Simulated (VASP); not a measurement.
Crystal: Pb.

```
Pb
1.0
     3.61662    0.00000    0.00000
    -1.80831    3.13208    0.00000
     0.00000    0.00000    5.62982
Pb
2
Cartesian
  0.0000 2.0881 1.4075
  1.8083 1.0440 4.2224
```

This isn't the form of Pb at room conditions, which is fcc.

* Program: VASP 6.6.1
* Task: relaxation of cell and atoms
* Functional: PBE
* Potentials or basis: VASP PAW PBE potentials, release 64 (Pb_d)
* Cutoff: 600 eV
* k mesh: 12 × 12 × 8
* Occupations: gaussian, width 0.1 eV
* Spin: no spin polarisation

At the start: pressure 0.2 GPa; volume 31.89 Å³/atom.

Q: How do energy, volume and symmetry change on relaxing?

A: Over 8 steps the energy falls by 9.4 meV/atom and the volume is 31.92 Å³/atom (+0.1 %); space group P6_3/mmc (No. 194, to 0.1 Å) before and after.

The path:
| step | energy change (eV) | largest force (eV/Å) | pressure (GPa) | volume (Å³) |
| --- | --- | --- | --- | --- |
| 1 | 0.0000 | 0.0000 | 0.15 | 63.77 |
| 2 | -0.0094 | 0.0000 | -0.05 | 64.05 |
| 3 | -0.0172 | 0.0000 | -0.38 | 64.49 |
| 4 | -0.0177 | 0.0000 | -0.46 | 64.60 |
| 5 | -0.0184 | 0.0000 | 0.22 | 63.45 |
| 6 | -0.0188 | 0.0000 | -0.02 | 63.86 |
| 7 | -0.0188 | 0.0000 | -0.03 | 63.88 |
| 8 | -0.0188 | 0.0000 | -0.02 | 63.85 |

Final structure:
```cif
data_structure
_symmetry_space_group_name_H-M 'P 1'
_symmetry_Int_Tables_number 1
_cell_length_a 3.5367
_cell_length_b 3.5367
_cell_length_c 5.8943
_cell_angle_alpha 90.000
_cell_angle_beta 90.000
_cell_angle_gamma 120.000
_cell_volume 63.85
loop_
_atom_site_label
_atom_site_type_symbol
_atom_site_fract_x
_atom_site_fract_y
_atom_site_fract_z
_atom_site_occupancy
Pb1 Pb 0.33333 0.66667 0.25000 1
Pb2 Pb 0.66667 0.33333 0.75000 1
```
